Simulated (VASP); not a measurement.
Crystal: MgS.

```xyz
2
Lattice="0.0669 2.8411 2.8411 2.8411 0.0669 2.8411 2.8411 2.8411 0.0669" Properties=species:S:1:pos:R:3 pbc="T T T"
Mg    0.0128    0.0128    0.0128
S     1.4245    1.4245    1.4245
```

This cell differs from its parent crystal: epitaxial 111 strain -2.0%.

Base run:

```yaml
Program: VASP 6.6.1
Functional: HSE06
Potentials_or_basis: VASP PAW PBE potentials, release 64 (Mg, S)
Cutoff: 520 eV
k_mesh: 6 × 6 × 6
Occupations: gaussian, width 0.01 eV
Spin: no spin polarisation
```

Its results: band gap on the k mesh 4.54 eV, direct; pressure 1.4 GPa.

Q: The run is repeated on the same cell with these changes: functional from HSE06 to r2SCAN; k mesh from 6 × 6 × 6 to 8 × 8 × 8. What comes out?

A: Band gap on the k mesh 4.16 eV, direct; pressure 1.3 GPa.

Several settings changed at once, so the effect can't be laid on one alone.

Caveats: the PAW data sets were made with another functional, which shifts forces and pressure a little.

A k mesh can miss the band edges.
